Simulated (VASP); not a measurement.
Crystal: SiC.

```xyz
12
Lattice="3.0950 0.0000 0.0000 -1.5475 2.6803 0.0000 0.0000 0.0000 15.1700" Properties=species:S:1:pos:R:3 pbc="T T T"
Si    0.0000    0.0000    1.8962
Si    0.0000    0.0000    9.4812
Si    0.0000    1.7869    4.4251
Si    1.5475    0.8934   12.0101
Si    0.0000    1.7869   14.5374
Si    1.5475    0.8934    6.9524
C     0.0000    0.0000    0.0000
C     0.0000    0.0000    7.5850
C     0.0000    1.7869    2.5288
C     1.5475    0.8934   10.1138
C     0.0000    1.7869   12.6412
C     1.5475    0.8934    5.0562
```

* Program: VASP 6.6.1
* Task: relaxation of cell and atoms
* Functional: LDA
* Potentials or basis: VASP PAW LDA potentials, release 64 (Si, C)
* Cutoff: 600 eV
* k mesh: 12 × 12 × 2
* Occupations: gaussian, width 0.02 eV
* Spin: no spin polarisation

At the start: pressure -7.0 GPa; volume 10.49 Å³/atom.

Question: How do energy, volume and symmetry change on relaxing?

Answer: Over 8 steps the energy falls by 7.7 meV/atom and the volume is 10.15 Å³/atom (-3.2 %); space group P6_3mc (No. 186, to 0.1 Å) before and after.

The path:
```csv
step,energy change (eV),largest force (eV/Å),pressure (GPa),volume (Å³)
1,0.0000,0.1438,-7.05,125.85
2,0.0157,0.1289,8.50,117.63
3,-0.0926,0.0268,-0.05,121.81
4,-0.0926,0.0266,0.10,121.73
5,-0.0927,0.0130,0.11,121.73
6,-0.0927,0.0139,0.11,121.73
7,-0.0928,0.0088,-0.09,121.83
8,-0.0928,0.0011,0.00,121.79
```

Final structure:
```yaml
crystal:
  lattice:
    - [3.06026, 0.00000, 0.00000]
    - [-1.53013, 2.65026, 0.00000]
    - [0.00000, 0.00000, 15.01606]
  atoms:
    - { symbol: Si, position: [0.00000, 0.00000, 0.12504] }
    - { symbol: Si, position: [0.00000, 0.00000, 0.62504] }
    - { symbol: Si, position: [0.33333, 0.66667, 0.29182] }
    - { symbol: Si, position: [0.66667, 0.33333, 0.79182] }
    - { symbol: Si, position: [0.33333, 0.66667, 0.95831] }
    - { symbol: Si, position: [0.66667, 0.33333, 0.45831] }
    - { symbol: C, position: [0.00000, 0.00000, 0.99969] }
    - { symbol: C, position: [0.00000, 0.00000, 0.49969] }
    - { symbol: C, position: [0.33333, 0.66667, 0.16683] }
    - { symbol: C, position: [0.66667, 0.33333, 0.66683] }
    - { symbol: C, position: [0.33333, 0.66667, 0.83332] }
    - { symbol: C, position: [0.66667, 0.33333, 0.33332] }
```
